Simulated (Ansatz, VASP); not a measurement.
# One calculation of ZnS, two programs

The input INCAR:

```
ALGO = Normal
EDIFF = 1E-7
EDIFFG = -0.002
ENCUT = 600
IBRION = 2
ISIF = 3
ISMEAR = 0
LASPH = True
LCHARG = False
LREAL = False
LWAVE = False
NELM = 80
NSW = 100
PREC = Accurate
SIGMA = 0.02
```

The input KPOINTS:

```
k-points
0
Gamma
  8 8 8
```

The input POSCAR:

```
ZnS
1.0
    0.0000000000      2.6936828800      2.6936828800
    2.6936828800      0.0000000000      2.6936828800
    2.6936828800      2.6936828800      0.0000000000
Zn S
1 1
Direct
    0.0000000000      0.0000000000      0.0000000000
    0.7500000000      0.7500000000      0.7500000000
```

Input for Ansatz:

```yaml
crystal:
  lattice:
    - [0.0, 2.69368288, 2.69368288]
    - [2.69368288, 0.0, 2.69368288]
    - [2.69368288, 2.69368288, 0.0]
  atoms:
    - { symbol: Zn, position: [0.0, 0.0, 0.0] }
    - { symbol: S, position: [0.75, 0.75, 0.75] }
basis:
  ecutwfc: 600.0
kpoints:
  mp_grid: { grid: [8, 8, 8] }
hamiltonian:
  xc: lda
  pseudopotentials: { kind: paw, azcp: { folder: soft_1 } }
scf:
  occupations: { method: gaussian, width: 0.02 }
output:
  forces: true
  stress: true
  eigenvalues: true
  write_density: true
  write_potential: true
  elf: true
  volumetric_format: npy
relax:
  adjacent_minimum: "off"
  f_tol: 0.002
  max_steps: 80
  cell: { stress_tol: 0.02 }
```

Alike in both runs: task relaxation of cell and atoms; functional LDA; k mesh 8 × 8 × 8; occupations gaussian, width 0.02 eV; no spin polarisation.

|  | VASP | Ansatz |
| --- | --- | --- |
| version | VASP 6.6.1 | Ansatz 0.2.0 |
| potentials or method | VASP PAW LDA potentials, release 64 (Zn, S), cutoff 600 eV | scalar-relativistic, plane waves, PAW |
| valence electrons in the cell | 18 | 18 |

|  | VASP | Ansatz | Ansatz less VASP |
| --- | --- | --- | --- |
| gap on the k mesh at the Fermi level, each at its own relaxed structure (eV) | 2.15 | 2.12 | -0.027 |
| relaxed volume (Å³/atom) | 18.63 | 18.57 | -0.058 |
| relaxed cell length with the largest relative difference (Å) | 3.749 | 3.745 | -0.0039 |

Ansatz warns that its potentials were made for another functional, while VASP's fit it. LDA's correlation is that of Perdew and Zunger in VASP and of Perdew and Wang (1992) in Ansatz.
